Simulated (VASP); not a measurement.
# Mg3Cd2Te3 (R32) in VASP: further runs

Runs on Mg3Cd2Te3. Level: PBE. Tasks: single point.

Everything below comes from runs of VASP 6.6.1. Logs are shortened: lines on timing, memory, paths and dates and some standing lists are left out, and cuts for length are marked.

### 1 The cell of the first run

Symmetry: R32, No. 155, trigonal system. Conventional cell: a = 8.411 Å, b = 8.411 Å, c = 10.302 Å, α = 90.00°, β = 90.00°, γ = 120.00°. Within 3.9 Å of Mg (site symmetry 2) lie 6 Te at 2.97 to 3.67 Å and 4 Cd at 3.30 to 3.33 Å and 4 Mg at 3.64 Å. Within 4.3 Å of Cd (site symmetry 3) lie 6 Te at 3.27 to 3.39 Å and 6 Mg at 3.30 to 3.33 Å. Te (site symmetry 2) has 6 Mg at 2.97 to 3.67 Å and 4 Cd at 3.27 to 3.39 Å and 4 Te at 3.60 to 3.77 Å within 3.9 Å.

The cell was built from a structure type or drawn by symmetry, and may not be a known phase.

### 2 Single point, PBE

INCAR reads:

```
SYSTEM = Mg3Cd2Te3
ALGO     = Normal         ! electronic algorithm
EDIFF    = 1E-7           ! SCF threshold, eV
ENCUT    = 520            ! plane-wave cutoff, eV
GGA      = PE             ! functional
ISIF     = 2              ! what is computed and relaxed
ISMEAR   = 0              ! smearing method
LASPH    = .True.         ! aspherical terms in the spheres
LCHARG   = .True.         ! write CHGCAR
LELF     = .True.         ! ELF
LREAL    = .False.        ! projectors in reciprocal space
LVHAR    = .True.       
LWAVE    = .False.        ! write WAVECAR
NBANDS   = 34             ! bands
NELM     = 60             ! most SCF steps
PREC     = Accurate       ! precision mode
SIGMA    = 0.2            ! smearing width, eV
```

KPOINTS reads:

```
k-points
0
Gamma
  3 3 3
  0 0 0
```

POSCAR reads:

```
Mg3Cd2Te3
1.0
    4.2053340030      2.4279507170      3.4339292131
   -4.2053340030      2.4279507170      3.4339292131
    0.0000000000     -4.8559014390      3.4339292095
Mg Cd Te
3 2 3
Direct
    0.2503735777      0.7496264223      0.5000000000
    0.7496264223      0.5000000000      0.2503735777
    0.5000000000      0.2503735777      0.7496264223
    0.7477489529      0.7477489529      0.7477489529
    0.2522510471      0.2522510471      0.2522510471
    0.2586446581      0.7413553419      0.0000000000
    0.7413553419      0.0000000000      0.2586446581
    0.0000000000      0.2586446581      0.7413553419
```

Potentials or basis: VASP PAW PBE potentials, release 64 (Mg, Cd, Te).

Command:

```bash
> cat potpaw_PBE.64/Mg/POTCAR potpaw_PBE.64/Cd/POTCAR potpaw_PBE.64/Te/POTCAR > POTCAR
> mpirun -np 1 vasp_std > vasp.out
```

OUTCAR:

```text
SYSTEM = Mg3Cd2Te3
   EDIFF = 1E-7
   ENCUT = 520
   GGA = PE
   ISIF = 2
   ISMEAR = 0
   LASPH = .True.
   LREAL = .False.
   NELM = 60
   PREC = Accurate

 ion  position               nearest neighbor table
   1  0.250  0.750  0.500-   6 2.97   6 2.97   4 3.30   5 3.30   5 3.33   4 3.33   7 3.58   8 3.58
                             3 3.64   2 3.64   2 3.64   3 3.64   8 3.67   7 3.67
   2  0.750  0.500  0.250-   7 2.97   7 2.97   4 3.30   5 3.30   4 3.33   5 3.33   8 3.58   6 3.58
                             1 3.64   3 3.64   3 3.64   1 3.64   8 3.67   6 3.67
   3  0.500  0.250  0.750-   8 2.97   8 2.97   5 3.30   4 3.30   5 3.33   4 3.33   7 3.58   6 3.58
                             1 3.64   2 3.64   2 3.64   1 3.64   7 3.67   6 3.67
   4  0.748  0.748  0.748-   7 3.27   8 3.27   6 3.27   2 3.30   1 3.30   3 3.30   2 3.33   3 3.33
                             1 3.33   7 3.39   6 3.39   8 3.39
   5  0.252  0.252  0.252-   8 3.27   7 3.27   6 3.27   3 3.30   1 3.30   2 3.30   3 3.33   2 3.33
                             1 3.33   8 3.39   6 3.39   7 3.39
   6  0.259  0.741  0.000-   1 2.97   1 2.97   5 3.27   4 3.27   5 3.39   4 3.39   2 3.58   3 3.58
                             7 3.60   8 3.60   2 3.67   3 3.67
   7  0.741  0.000  0.259-   2 2.97   2 2.97   4 3.27   5 3.27   4 3.39   5 3.39   3 3.58   1 3.58
                             8 3.60   6 3.60   3 3.67   1 3.67
   8  0.000  0.259  0.741-   3 2.97   3 2.97   5 3.27   4 3.27   5 3.39   4 3.39   2 3.58   1 3.58
                             7 3.60   6 3.60   2 3.67   1 3.67

  LATTYP: Found a trigonal (rhomboedric) cell.
 ALAT       =     5.9474068804
 COS(alpha) =     0.0000559897

  Lattice vectors:

 A1 = (   4.2053340030,   2.4279507170,   3.4339292131)
 A2 = (  -4.2053340030,   2.4279507170,   3.4339292131)
 A3 = (   0.0000000000,  -4.8559014390,   3.4339292095)

Analysis of symmetry for initial positions (statically):
=====================================================================
 Subroutine PRICEL returns:
 Original cell was already a primitive cell.

 Routine SETGRP: Setting up the symmetry group for a
 trigonal (rhombohedral) supercell.

 Subroutine GETGRP returns: Found  6 space group operations
 (whereof  6 operations were pure point group operations)
 out of a pool of 12 trial point group operations.

The static configuration has the point symmetry D_3 .

Analysis of symmetry for dynamics (positions and initial velocities):
=====================================================================
 Subroutine PRICEL returns:
 Original cell was already a primitive cell.

 Routine SETGRP: Setting up the symmetry group for a
 trigonal (rhombohedral) supercell.

 Subroutine GETGRP returns: Found  6 space group operations
 (whereof  6 operations were pure point group operations)
 out of a pool of 12 trial point group operations.

The dynamic configuration has the point symmetry D_3 .

 Subroutine INISYM returns: Found  6 space group operations
 (whereof  6 operations are pure point group operations),
 and found     1 'primitive' translations

----------------------------------------------------------------------------------------

                                     Primitive cell

  volume of cell :     210.3696

  direct lattice vectors                    reciprocal lattice vectors
     4.205334003  2.427950717  3.433929213     0.118896620  0.068644996  0.097070531
    -4.205334003  2.427950717  3.433929213    -0.118896620  0.068644996  0.097070531
     0.000000000 -4.855901439  3.433929210     0.000000000 -0.137289991  0.097070531

  length of vectors
     5.947406880  5.947406880  5.947406880     0.168140506  0.168140506  0.168140506

  position of ions in fractional coordinates (direct lattice)
     0.250373578  0.749626422  0.500000000
     0.749626422  0.500000000  0.250373578
     0.500000000  0.250373578  0.749626422
     0.747748953  0.747748953  0.747748953
     0.252251047  0.252251047  0.252251047
     0.258644658  0.741355342  1.000000000
     0.741355342  1.000000000  0.258644658
     0.000000000  0.258644658  0.741355342

  ion indices of the primitive-cell ions
   primitive index   ion index
                 1           1
                 2           2
                 3           3
                 4           4
                 5           5
                 6           6
                 7           7
                 8           8

----------------------------------------------------------------------------------------

 KPOINTS: k-points

Automatic generation of k-mesh.
 Grid dimensions read from file:
 generate k-points for:    3    3    3

 Generating k-lattice:

  Cartesian coordinates                     Fractional coordinates (reciprocal lattice)
     0.039632207  0.022881665  0.032356844     0.333333333 -0.000000000  0.000000000
    -0.039632207  0.022881665  0.032356844    -0.000000000  0.333333333  0.000000000
     0.000000000 -0.045763330  0.032356844    -0.000000000 -0.000000000  0.333333333

  Length of vectors
     0.056046835  0.056046835  0.056046835

  Shift w.r.t. Gamma in fractional coordinates (k-lattice)
     0.000000000  0.000000000  0.000000000

 Subroutine IBZKPT returns following result:
 ===========================================

 Found      6 irreducible k-points:

 Following reciprocal coordinates:
            Coordinates               Weight
  0.000000  0.000000  0.000000      1.000000
  0.333333 -0.000000 -0.000000      6.000000
  0.333333  0.333333 -0.000000      6.000000
 -0.333333  0.333333  0.000000      6.000000
  0.333333  0.333333  0.333333      2.000000
 -0.333333  0.333333  0.333333      6.000000
   k-points           NKPTS =      6   k-points in BZ     NKDIM =      6   number of bands    NBANDS=     34
   number of dos      NEDOS =    301   number of ions     NIONS =      8
   total plane-waves  NPLWV = 110592
   dimension x,y,z NGX =    48 NGY =   48 NGZ =   48
   dimension x,y,z NGXF=    96 NGYF=   96 NGZF=   96
   ions per type =               3   2   3
   NGX,Y,Z   is equivalent  to a cutoff of  13.42, 13.42, 13.42 a.u.
   NGXF,Y,Z  is equivalent  to a cutoff of  26.83, 26.83, 26.83 a.u.
 SYSTEM =  Mg3Cd2Te3
   PREC   = accura    normal or accurate (medium, high low for compatibility)
   ISTART =      0    job   : 0-new  1-cont  2-samecut
   ICHARG =      2    charge: 1-file 2-atom 10-const
   ISPIN  =      1    spin polarized calculation?
   LNONCOLLINEAR =      F non collinear calculations
   LSORBIT =      F    spin-orbit coupling
   LASPH  =      T    aspherical Exc in radial PAW
   ENCUT  =  520.0 eV  38.22 Ry    6.18 a.u.  11.06 11.06 11.06*2*pi/ulx,y,z
   NELM   =     60;   NELMIN=  2; NELMDL= -5     # of ELM steps
   EDIFF  = 0.1E-06   stopping-criterion for ELM
   LREAL  =      F    real-space projection
   EDIFFG = 0.1E-05   stopping-criterion for IOM
   NSW    =      0    number of steps for IOM
   IBRION =     -1    ionic relax: 0-MD 1-quasi-New 2-CG
   NFREE  =      0    steps in history (QN), initial steepest desc. (CG)
   ISIF   =      2    stress and relaxation
   ISYM   =      2    0-nonsym 1-usesym 2-fastsym
   POTIM  = 0.5000    time-step for ionic-motion
   TEBEG  =    0.0;   TEEND  =   0.0 temperature during run
   PSTRESS=    0.0 pullay stress
   NELECT =      48.0000    total number of electrons
   NUPDOWN=      -1.0000    fix difference up-down
   EMIN   =  10.00;   EMAX   =-10.00  energy-range for DOS
   EFERMI =   0.00;   METHOD = LEGACY
   ISMEAR =     0;   SIGMA  =   0.20  broadening in eV -4-tet -1-fermi 0-gaus
   EFERMI_NEDOS =   21; number of points for ismear=-14 and -15
   IALGO  =     38    algorithm
   IMIX   =      4    mixing-type and parameters
     AMIX     =   0.40;   BMIX     =  1.00
     AMIX_MAG =   1.60;   BMIX_MAG =  1.00
  volume/ion in A,a.u.               =      26.30       177.46
  Fermi-wavevector in a.u.,A,eV,Ry     =   1.000371  1.890426 13.615913  1.000741
  Thomas-Fermi vector in A             =   2.132723
   LORBIT       =      0    0 simple, 1 ext, 2 COOP (PROOUT), +10 PAW based schemes
   GGA     = PE    functional components
   LHFCALC =     F    Hartree Fock is set to
   AEXX    =    0.0000 exact exchange contribution
   IVDW    =     0    specifies the selected vdW correction
   LEPSILON=     F    determine dielectric tensor
   LRPA    =     F    only Hartree local field effects (RPA)
 non-spin polarized calculation
 Gauss-broadening in eV      SIGMA  =   0.20
  energy-cutoff  :      520.00
  volume of cell :      210.37
 maximum number of plane-waves:      5695
 NGX is ok and might be reduce to    48

 number of electron      48.0000002 magnetization

 Free energy of the ion-electron system (eV)
  ---------------------------------------------------
  ext. energy  EPLUGINS =         0.00000000
  ---------------------------------------------------
  free energy    TOTEN  =       -15.62995393 eV

  energy without entropy =      -15.48208004  energy(sigma->0) =      -15.55601698

 E-fermi :   4.6775     XC(G=0):  -9.4222

 val. band max:        4.6512554963   @ k =   0.3333  -0.0000  -0.0000
 cond. band min:       4.6795487908   @ k =   0.3333   0.3333  -0.0000
 fundamental gap:      0.0282932945
 Fermi energy:         4.6774873007

 k-point     1 :       0.0000    0.0000    0.0000
  band No.  band energies     occupation
      1      -7.6273      2.00000
      2      -6.2945      2.00000
      3      -6.2945      2.00000
      4      -4.0589      2.00000
      5      -4.0589      2.00000
      6      -4.0283      2.00000
[... 26 lines left out ...]
     33       8.1657      0.00000
     34       8.9740      0.00000

 k-point     2 :       0.3333   -0.0000   -0.0000
  band No.  band energies     occupation
      1      -7.4035      2.00000
      2      -6.7053      2.00000
      3      -6.0743      2.00000
      4      -4.0648      2.00000
      5      -4.0457      2.00000
      6      -4.0331      2.00000
[... 26 lines left out ...]
     33       8.7824      0.00000
     34       8.9464      0.00000
[... 109 lines left out ...]
     33       8.4593      0.00000
     34       8.9806      0.00000

 k-point     6 :      -0.3333    0.3333    0.3333
  band No.  band energies     occupation
      1      -7.0711      2.00000
      2      -6.6645      2.00000
      3      -6.3606      2.00000
      4      -4.0502      2.00000
      5      -4.0355      2.00000
      6      -4.0351      2.00000
[... 26 lines left out ...]
     33       8.9433      0.00000
     34       9.1113      0.00000

------------------------ aborting loop because EDIFF is reached ----------------------------------------

  FORCE on cell =-STRESS in cart. coord.  units (eV):
  Direction    XX          YY          ZZ          XY          YZ          ZX
  --------------------------------------------------------------------------------------
  -------------------------------------------------------------------------------------
  Total       -0.8522379     -0.8522379      0.7326735      0.0000000     -0.0000000     -0.0000000
  in kB       -6.4906541     -6.4906541      5.5800505      0.0000000     -0.0000000     -0.0000000
  external PRESSURE =      -2.4670859 kB  Pullay stress =       0.0000000 kB

 VOLUME and BASIS-vectors are now :
 -----------------------------------------------------------------------------
  energy-cutoff  :      520.00
  volume of cell :      210.37
      direct lattice vectors                 reciprocal lattice vectors
     4.205334003  2.427950717  3.433929213     0.118896620  0.068644996  0.097070531
    -4.205334003  2.427950717  3.433929213    -0.118896620  0.068644996  0.097070531
     0.000000000 -4.855901439  3.433929210     0.000000000 -0.137289991  0.097070531

 POSITION                                       TOTAL-FORCE (eV/Angst)
 -----------------------------------------------------------------------------------
     -2.09952     -0.00000      5.15089         0.023668      0.000000     -0.000000
      1.04976      1.81824      5.15089        -0.011834     -0.020497     -0.000000
      1.04976     -1.81824      5.15089        -0.011834      0.020497      0.000000
      0.00000     -0.00000      7.70315         0.000000      0.000000     -0.039059
      0.00000     -0.00000      2.59864         0.000000     -0.000000      0.039059
     -2.02996      2.42795      3.43393         0.035687      0.000000     -0.000000
      3.11765      0.54402      3.43393        -0.017843     -0.030906     -0.000000
     -1.08769     -2.97197      3.43393        -0.017843      0.030906      0.000000
 -----------------------------------------------------------------------------------
    total drift:                               -0.000000     -0.000000      0.000000

  FREE ENERGIE OF THE ION-ELECTRON SYSTEM (eV)
  ---------------------------------------------------
  free  energy   TOTEN  =       -15.6299539256 eV

  energy  without entropy=      -15.4820800364  energy(sigma->0) =      -15.55601698
```

It took 2 min on 1 thread of Intel Xeon 8259CL, shared host; peak memory 0.33 GiB.

What came out:

```yaml
Free_energy: -15.6300 eV
Pressure: -0.2 GPa
Largest_force: 0.039 eV/Å
Band_gap_on_the_k_mesh: zero (bands 24 and 25 overlap by 0.34 eV)
```

Forces on the atoms (eV/Å):
```
Mg   0.024  0.000  0.000
Mg  -0.012 -0.020  0.000
Mg  -0.012  0.020  0.000
Cd   0.000  0.000 -0.039
Cd   0.000  0.000  0.039
Te   0.036  0.000  0.000
Te  -0.018 -0.031  0.000
Te  -0.018  0.031  0.000
```

Stress tensor (GPa, compression positive):
```
-0.65  0.00  0.00
 0.00 -0.65  0.00
 0.00  0.00  0.56
```

Caveat: semilocal functionals underestimate gaps, so a narrow gap can read as zero; spin-orbit coupling is left out, which moves the levels of the heavy elements.

### 3 Single point, PBE

This run uses another cell than the first one, of the same volume but with other edges.

INCAR reads:

```
SYSTEM = Mg3Cd2Te3
  PREC = Accurate
  ENCUT = 520
  EDIFF = 1E-6
  ISMEAR = 0
  SIGMA = 0.2
  LREAL = .False.
  LASPH = .True.
  NELM = 60
  ALGO = Fast
  ISIF = 2
  LWAVE = .False.
  LCHARG = .False.
  GGA = PE
  NBANDS = 34
```

KPOINTS reads:

```
Automatic mesh
0
Gamma
  3 3 3
  0 0 0
```

POSCAR reads:

```
Mg3Cd2Te3
1.0
    3.8058778049      2.1973245773      4.1848802607
   -3.8058778049      2.1973245773      4.1848802607
    0.0000000000     -4.3946491482      4.1848802640
Mg Cd Te
3 2 3
Direct
    0.2408040795      0.0000000000      0.7591959205
    0.7591959205      0.2408040795      0.0000000000
    0.0000000000      0.7591959205      0.2408040795
    0.6788577169      0.6788577169      0.6788577169
    0.3211422831      0.3211422831      0.3211422831
    0.1639045764      0.5000000000      0.8360954236
    0.8360954236      0.1639045764      0.5000000000
    0.5000000000      0.8360954236      0.1639045764
```

Potentials or basis: VASP PAW PBE potentials, release 64 (Mg, Cd, Te).

Command:

```bash
> cat potpaw_PBE.64/Mg/POTCAR potpaw_PBE.64/Cd/POTCAR potpaw_PBE.64/Te/POTCAR > POTCAR
> mpirun -np 1 vasp_std > vasp.out
```

Wall time 91 s (1 thread of Intel Xeon 8259CL, shared host); peak memory 0.34 GiB.

The run converged. Its results:

| Quantity | Value |
| --- | --- |
| Free energy | -17.3884 eV |
| Pressure | 0.1 GPa |
| Largest force | 0.013 eV/Å |
| Band gap on the k mesh | zero (bands 24 and 25 overlap by 1.46 eV) |

Forces in eV/Å, atoms in the order of the input:
```
Mg  -0.004 -0.007  0.000
Mg   0.008  0.000  0.000
Mg  -0.004  0.007  0.000
Cd   0.000  0.000  0.004
Cd   0.000  0.000 -0.004
Te  -0.007 -0.012  0.000
Te   0.013  0.000  0.000
Te  -0.007  0.012  0.000
```

Levels at points of the mesh, in eV from the Fermi level:
```csv
k point,band 21,band 22,band 23,band 24,band 25,band 26,band 27,band 28
"(0.00, 0.00, 0.00)",-2.44,-1.57,-1.57,-1.10,-1.00,-0.35,-0.35,3.05
```

Caveat: spin-orbit coupling is left out, which moves the levels of the heavy elements.
